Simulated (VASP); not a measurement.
# Nb (Fm-3m) in VASP: notebook, part 2 of 2

VASP 6.6.1. The steps go on from the part before.

## (4) Single point, PBE

This run uses another cell than the first one, of 18.92 Å³/atom, 1.087 times its volume.

INCAR reads:

```
  PREC = Accurate
  ENCUT = 520
  EDIFF = 1E-7
  ISMEAR = -1
  SIGMA = 0.1
  LREAL = F
  LASPH = T
  NELM = 80
  ALGO = Normal
  ISIF = 2
  LWAVE = F
  LCHARG = F
  GGA = PE
  NBANDS = 12
```

KPOINTS reads:

```
regular mesh
0
Gamma
  9 9 9
```

POSCAR reads:

```
Nb
1.0
    0.0000000000      2.1150000000      2.1150000000
    2.1150000000      0.0000000000      2.1150000000
    2.1150000000      2.1150000000      0.0000000000
Nb
1
Direct
    0.0000000000      0.0000000000      0.0000000000
```

Potentials or basis: VASP PAW PBE potentials, release 64 (Nb_sv).

Run with:

```console
$ cat potpaw_PBE.64/Nb_sv/POTCAR > POTCAR
$ mpirun -np 1 vasp_std > vasp.out
```

OUTCAR:

```text
PREC = Accurate
   ENCUT = 520
   EDIFF = 1E-7
   ISMEAR = -1
   LREAL = F
   LASPH = T
   NELM = 80
   ISIF = 2
   GGA = PE

 ion  position               nearest neighbor table
   1  0.000  0.000  0.000-

  LATTYP: Found a face centered cubic cell.
 ALAT       =     4.2300000000

  Lattice vectors:

 A1 = (   0.0000000000,   2.1150000000,   2.1150000000)
 A2 = (   2.1150000000,   0.0000000000,   2.1150000000)
 A3 = (   2.1150000000,   2.1150000000,   0.0000000000)

Analysis of symmetry for initial positions (statically):
=====================================================================
 Subroutine PRICEL returns:
 Original cell was already a primitive cell.

 Routine SETGRP: Setting up the symmetry group for a
 face centered cubic supercell.

 Subroutine GETGRP returns: Found 48 space group operations
 (whereof 48 operations were pure point group operations)
 out of a pool of 48 trial point group operations.

The static configuration has the point symmetry O_h .

Analysis of symmetry for dynamics (positions and initial velocities):
[... 161 lines left out ...]
 fundamental gap:      0.0683646433
 Fermi energy:        10.8379461016

 k-point     1 :       0.0000    0.0000    0.0000
  band No.  band energies     occupation
      1     -43.9659      2.00000
      2     -19.3671      2.00000
      3     -19.3671      2.00000
      4     -19.3671      2.00000
      5       4.6451      2.00000
      6      10.9541      0.47683
      7      10.9541      0.47683
      8      10.9541      0.47683
      9      13.5168      0.00000
     10      13.5168      0.00000
     11      22.6623      0.00000
     12      27.4041      0.00000
[... 331 lines left out ...]
 k-point    24 :       0.4444    0.4444    0.0000
  band No.  band energies     occupation
      1     -43.7260      2.00000
      2     -20.4162      2.00000
      3     -19.7658      2.00000
      4     -19.7658      2.00000
      5       6.9233      2.00000
      6       7.6453      2.00000
      7      13.9683      0.00000
      8      15.3635      0.00000
      9      15.6656      0.00000
     10      15.6656      0.00000
     11      22.5203      0.00000
     12      22.5203      0.00000

 [... further k-points ...]
[... 5 lines left out ...]
  --------------------------------------------------------------------------------------
  -------------------------------------------------------------------------------------
  Total       -0.0988430     -0.0988430     -0.0988430      0.0000000     -0.0000000      0.0000000
  in kB       -8.3694173     -8.3694173     -8.3694173      0.0000000     -0.0000000      0.0000000
  external PRESSURE =      -8.3694173 kB  Pullay stress =       0.0000000 kB

 VOLUME and BASIS-vectors are now :
 -----------------------------------------------------------------------------
  energy-cutoff  :      520.00
  volume of cell :       18.92
      direct lattice vectors                 reciprocal lattice vectors
     0.000000000  2.115000000  2.115000000    -0.236406619  0.236406619  0.236406619
     2.115000000  0.000000000  2.115000000     0.236406619 -0.236406619  0.236406619
     2.115000000  2.115000000  0.000000000     0.236406619  0.236406619 -0.236406619

 POSITION                                       TOTAL-FORCE (eV/Angst)
 -----------------------------------------------------------------------------------
      0.00000      0.00000      0.00000         0.000000     -0.000000      0.000000
 -----------------------------------------------------------------------------------
    total drift:                               -0.000000      0.000000      0.000000

  FREE ENERGIE OF THE ION-ELECTRON SYSTEM (eV)
  ---------------------------------------------------
  free  energy   TOTEN  =        -9.9129973781 eV

  energy  without entropy=       -9.8594828375  energy(sigma->0) =       -9.88624011
```

Run time: 3.3 s. Hardware: 1 thread of Intel Xeon 6975P-C (Granite Rapids), shared host; peak memory 0.13 GiB.

What came out:

- Free energy: -9.9130 eV
- Pressure: -0.8 GPa

## (5) Single point, PBE

This run uses another cell than the first one, of 19.68 Å³/atom, 1.130 times its volume.

INCAR reads:

```
SYSTEM = Nb
ALGO = Normal ; EDIFF = 1E-7
ENCUT = 520 ; GGA = PE
ISIF = 2 ; ISMEAR = -1
LASPH = .TRUE. ; LCHARG = .FALSE.
LREAL = .FALSE. ; LWAVE = .FALSE.
NBANDS = 12 ; NELM = 80
PREC = Accurate ; SIGMA = 0.1
```

KPOINTS reads:

```
k-points
0
G
  9 9 9
  0 0 0
```

POSCAR reads:

```
Nb
1.0
    0.0000000000      2.1428321391      2.1428321391
    2.1428321391      0.0000000000      2.1428321391
    2.1428321391      2.1428321391      0.0000000000
Nb
1
Direct
    0.0000000000      0.0000000000      0.0000000000
```

Potentials or basis: VASP PAW PBE potentials, release 64 (Nb_sv).

Run with:

```console
$ cat potpaw_PBE.64/Nb_sv/POTCAR > POTCAR
$ mpirun -np 1 vasp_std > vasp.out
```

OUTCAR:

```text
SYSTEM = Nb
   EDIFF = 1E-7
   ENCUT = 520
   GGA = PE
   ISIF = 2
   ISMEAR = -1
   LASPH = .TRUE.
   LREAL = .FALSE.
   NELM = 80
   PREC = Accurate

 ion  position               nearest neighbor table
   1  0.000  0.000  0.000-

  LATTYP: Found a face centered cubic cell.
 ALAT       =     4.2856642782

  Lattice vectors:

 A1 = (   0.0000000000,   2.1428321391,   2.1428321391)
 A2 = (   2.1428321391,   0.0000000000,   2.1428321391)
 A3 = (   2.1428321391,   2.1428321391,   0.0000000000)

Analysis of symmetry for initial positions (statically):
=====================================================================
 Subroutine PRICEL returns:
 Original cell was already a primitive cell.

 Routine SETGRP: Setting up the symmetry group for a
 face centered cubic supercell.

 Subroutine GETGRP returns: Found 48 space group operations
 (whereof 48 operations were pure point group operations)
 out of a pool of 48 trial point group operations.

The static configuration has the point symmetry O_h .

Analysis of symmetry for dynamics (positions and initial velocities):
=====================================================================
 Subroutine PRICEL returns:
 Original cell was already a primitive cell.

 Routine SETGRP: Setting up the symmetry group for a
 face centered cubic supercell.

 Subroutine GETGRP returns: Found 48 space group operations
 (whereof 48 operations were pure point group operations)
 out of a pool of 48 trial point group operations.

The dynamic configuration has the point symmetry O_h .

 Subroutine INISYM returns: Found 48 space group operations
 (whereof 48 operations are pure point group operations),
 and found     1 'primitive' translations

----------------------------------------------------------------------------------------

                                     Primitive cell

[... 112 lines left out ...]
   LORBIT       =      0    0 simple, 1 ext, 2 COOP (PROOUT), +10 PAW based schemes
   GGA     = PE    functional components
   LHFCALC =     F    Hartree Fock is set to
   AEXX    =    0.0000 exact exchange contribution
   IVDW    =     0    specifies the selected vdW correction
   LEPSILON=     F    determine dielectric tensor
   LRPA    =     F    only Hartree local field effects (RPA)
 non-spin polarized calculation
  energy-cutoff  :      520.00
  volume of cell :       19.68
 maximum number of plane-waves:       540
   NGX = 11   NGY = 11   NGZ = 11

 number of electron      12.9999999 magnetization

 Free energy of the ion-electron system (eV)
  ---------------------------------------------------
  ext. energy  EPLUGINS =         0.00000000
  ---------------------------------------------------
  free energy    TOTEN  =        -9.89507485 eV

  energy without entropy =       -9.84238617  energy(sigma->0) =       -9.86873051

 E-fermi :  10.3047     XC(G=0): -12.0551

 val. band max:       10.2751413153   @ k =   0.4444   0.3333   0.1111
 cond. band min:      10.3144753379   @ k =   0.4444   0.0000   0.0000
 fundamental gap:      0.0393340226
 Fermi energy:        10.3047408733

 k-point     1 :       0.0000    0.0000    0.0000
  band No.  band energies     occupation
      1     -44.5510      2.00000
      2     -20.0175      2.00000
      3     -20.0175      2.00000
      4     -20.0175      2.00000
      5       4.2147      2.00000
      6      10.4420      0.40454
      7      10.4420      0.40453
      8      10.4420      0.40453
      9      12.8668      0.00000
     10      12.8668      0.00000
     11      22.0805      0.00000
     12      26.6531      0.00000
[... 331 lines left out ...]
 k-point    24 :       0.4444    0.4444    0.0000
  band No.  band energies     occupation
      1     -44.3474      2.00000
      2     -20.9420      2.00000
      3     -20.3698      2.00000
      4     -20.3698      2.00000
      5       6.5895      2.00000
      6       7.2943      2.00000
      7      13.2309      0.00000
      8      14.6079      0.00000
      9      14.8953      0.00000
     10      14.8953      0.00000
     11      21.6548      0.00000
     12      21.6548      0.00000

 [... further k-points ...]

------------------------ aborting loop because EDIFF is reached ----------------------------------------

  FORCE on cell =-STRESS in cart. coord.  units (eV):
  Direction    XX          YY          ZZ          XY          YZ          ZX
  --------------------------------------------------------------------------------------
  -------------------------------------------------------------------------------------
  Total       -0.8295700     -0.8295700     -0.8295700     -0.0000000      0.0000000      0.0000000
  in kB      -67.5412584    -67.5412584    -67.5412584     -0.0000000      0.0000000      0.0000000
  external PRESSURE =     -67.5412584 kB  Pullay stress =       0.0000000 kB

 VOLUME and BASIS-vectors are now :
 -----------------------------------------------------------------------------
  energy-cutoff  :      520.00
  volume of cell :       19.68
      direct lattice vectors                 reciprocal lattice vectors
     0.000000000  2.142832139  2.142832139    -0.233336056  0.233336056  0.233336056
     2.142832139  0.000000000  2.142832139     0.233336056 -0.233336056  0.233336056
     2.142832139  2.142832139  0.000000000     0.233336056  0.233336056 -0.233336056

 POSITION                                       TOTAL-FORCE (eV/Angst)
 -----------------------------------------------------------------------------------
      0.00000      0.00000      0.00000        -0.000000      0.000000      0.000000
 -----------------------------------------------------------------------------------
    total drift:                                0.000000      0.000000     -0.000000

  FREE ENERGIE OF THE ION-ELECTRON SYSTEM (eV)
  ---------------------------------------------------
  free  energy   TOTEN  =        -9.8950748547 eV

  energy  without entropy=       -9.8423861725  energy(sigma->0) =       -9.86873051
```

OSZICAR:

```text
N       E                     dE             d eps       ncg     rms          rms(c)
DAV:   1     0.113242211918E+03    0.11324E+03   -0.73392E+03   840   0.107E+03
DAV:   2    -0.560076937471E+01   -0.11884E+03   -0.11486E+03   904   0.384E+02
DAV:   3    -0.100566650858E+02   -0.44559E+01   -0.42221E+01  1144   0.641E+01
DAV:   4    -0.103985384394E+02   -0.34187E+00   -0.33981E+00  1228   0.172E+01
DAV:   5    -0.104149590227E+02   -0.16421E-01   -0.16413E-01  1220   0.297E+00    0.627E+00
DAV:   6    -0.994824564879E+01    0.46671E+00   -0.72734E-01  1324   0.105E+01    0.220E+00
DAV:   7    -0.989106592091E+01    0.57180E-01   -0.21175E-01  1368   0.559E+00    0.103E+00
DAV:   8    -0.989501034000E+01   -0.39444E-02   -0.12698E-02   996   0.147E+00    0.590E-02
DAV:   9    -0.989506064726E+01   -0.50307E-04   -0.96373E-04  1456   0.361E-01    0.358E-02
DAV:  10    -0.989507825833E+01   -0.17611E-04   -0.15471E-05  1020   0.531E-02    0.121E-02
DAV:  11    -0.989507490230E+01    0.33560E-05   -0.67797E-06  1112   0.425E-02    0.177E-03
DAV:  12    -0.989507485470E+01    0.47598E-07   -0.51896E-07  1236   0.696E-03
   1 F= -.98950749E+01 E0= -.98687305E+01  d E =-.526887E-01
```

stdout:

```text
POSCAR found type information on POSCAR Nb
 POSCAR found :  1 types and       1 ions
 scaLAPACK will be used
 LDA part: xc-table for (Slater+PW92), standard interpolation
 POSCAR, INCAR and KPOINTS ok, starting setup
 FFT: planning ... GRIDC
 FFT: planning ... GRID_SOFT
 FFT: planning ... GRID
 WAVECAR not read
 entering main loop
```

Run time: 3.3 s. Hardware: 1 thread of Intel Xeon 6975P-C (Granite Rapids), shared host; peak memory 0.13 GiB.

What came out:

```yaml
Free_energy: -9.8951 eV
Pressure: -6.8 GPa
```

## (6) Single point, PBE

This run uses another cell than the first one, of 20.44 Å³/atom, 1.174 times its volume.

INCAR reads:

```
SYSTEM = Nb
PREC = Accurate
ENCUT = 520
EDIFF = 1E-7
ISMEAR = -1
SIGMA = 0.1
LREAL = .FALSE.
LASPH = .TRUE.
NELM = 80
ALGO = Normal
ISIF = 2
LWAVE = .FALSE.
LCHARG = .TRUE.
GGA = PE
LELF = .TRUE.
LVHAR = .TRUE.
NBANDS = 12
```

KPOINTS reads:

```
regular mesh
0
G
  9 9 9
  0 0 0
```

POSCAR reads:

```
Nb
1.0
    0.0000000000      2.1699594763      2.1699594763
    2.1699594763      0.0000000000      2.1699594763
    2.1699594763      2.1699594763      0.0000000000
Nb
1
Direct
    0.0000000000      0.0000000000      0.0000000000
```

Potentials or basis: VASP PAW PBE potentials, release 64 (Nb_sv).

Run with:

```console
$ cat potpaw_PBE.64/Nb_sv/POTCAR > POTCAR
$ mpirun -np 1 vasp_std > vasp.out
```

Wall time 3.5 s (1 thread of Intel Xeon 6975P-C (Granite Rapids), shared host); peak memory 0.13 GiB.

Results (log left out):

```
Free energy : -9.8516 eV
Pressure    : -11.7 GPa
```

Levels at points of the mesh, in eV from the Fermi level:
```
           k point  band 3  band 4  band 5  band 6  band 7  band 8  band 9  band 10
(0.00, 0.00, 0.00)  -30.43  -30.43   -5.99    0.15    0.15    0.15    2.45     2.45
```

## (7) Summary

| cell | gap on the mesh (eV) | pressure (GPa) |
| --- | --- | --- |
| a = 2.909 Å, angles 60.0°, 1 atom | none | 14.7 |
| a = 2.951 Å, angles 60.0°, 1 atom | none | 6.3 |
| a = 2.991 Å, angles 60.0°, 1 atom | none | -0.8 |
| a = 3.030 Å, angles 60.0°, 1 atom | none | -6.8 |
| a = 3.069 Å, angles 60.0°, 1 atom | none | -11.7 |

Alike in all rows: task single point; level PBE; potentials or basis VASP PAW PBE potentials, release 64 (Nb_sv); no spin polarisation; k mesh 9 × 9 × 9; cutoff (eV) 520; smearing fermi-dirac 0.1 eV.

Absolute energies hang on the potentials; compare differences alone.
